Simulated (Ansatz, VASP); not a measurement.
**Two plane-wave programs on Na3Rh**

The input INCAR:

```
SYSTEM = Na3Rh
ALGO = Normal ; EDIFF = 1E-6
EDIFFG = -0.04 ; ENCUT = 600
GGA = PE ; IBRION = 2
ISIF = 3 ; ISMEAR = 0
LASPH = .TRUE. ; LCHARG = .FALSE.
LREAL = .FALSE. ; LWAVE = .FALSE.
NELM = 60 ; NSW = 90
PREC = Accurate ; SIGMA = 0.1
```

File KPOINTS:

```
k-points
0
G
  4 4 4
  0 0 0
```

The input POSCAR:

```
Na3Rh
1.0
    4.1846053971      0.0000000000      0.0000000000
    0.0000000000      4.1846053971      0.0000000000
    0.0000000000      0.0000000000      4.1846053971
Na Rh
3 1
Direct
    0.0000000000      0.5000000000      0.5000000000
    0.5000000000      0.0000000000      0.5000000000
    0.5000000000      0.5000000000      0.0000000000
    0.0000000000      0.0000000000      0.0000000000
```

Input for Ansatz:

```yaml
crystal:
  lattice:
    - [4.1846053971, 0.0, 0.0]
    - [0.0, 4.1846053971, 0.0]
    - [0.0, 0.0, 4.1846053971]
  atoms:
    - { symbol: Na, position: [0.0, 0.5, 0.5] }
    - { symbol: Na, position: [0.5, 0.0, 0.5] }
    - { symbol: Na, position: [0.5, 0.5, 0.0] }
    - { symbol: Rh, position: [0.0, 0.0, 0.0] }
basis:
  ecutwfc: 420
kpoints:
  mp_grid: { grid: [4, 4, 4] }
hamiltonian:
  xc: pbe
scf:
  occupations: { method: gaussian, width: 0.1 }
  lower_state_search: "off"
output:
  forces: true
  stress: true
  eigenvalues: true
relax:
  adjacent_minimum: "off"
  f_tol: 0.04
  max_steps: 70
  cell: { stress_tol: 0.4 }
```

Alike in both runs: task relaxation of cell and atoms; functional PBE; k mesh 4 × 4 × 4; occupations gaussian, width 0.1 eV; no spin polarisation.

|  | VASP | Ansatz |
| --- | --- | --- |
| version | VASP 6.6.1 | Ansatz 0.2.0 |
| potentials or method | VASP PAW PBE potentials, release 64 (Na_pv, Rh_pv), cutoff 600 eV | scalar-relativistic, plane waves, PAW |
| valence electrons in the cell | 36 | 44 |

VASP gave:

- gap on the k mesh at the Fermi level, each at its own relaxed structure (eV): none
- relaxed volume (Å³/atom): 22.79
- relaxed cell length with the largest relative difference (Å): 4.501

Task: What did Ansatz give for the same quantities?

Result: gap on the k mesh at the Fermi level, each at its own relaxed structure (eV): none; relaxed volume (Å³/atom): 22.50; relaxed cell length with the largest relative difference (Å): 4.481.

A gap of «none» marks a metal or a gap that the smearing closes. VASP's potentials hold 36 valence electrons a cell and Ansatz's 44, so a difference there can come from the potentials and not from the codes.

The k mesh is coarse, so the values compare programs but aren't converged. Noted on VASP's run: the volume moved by over 15 % at a fixed basis, so the end points are rough.
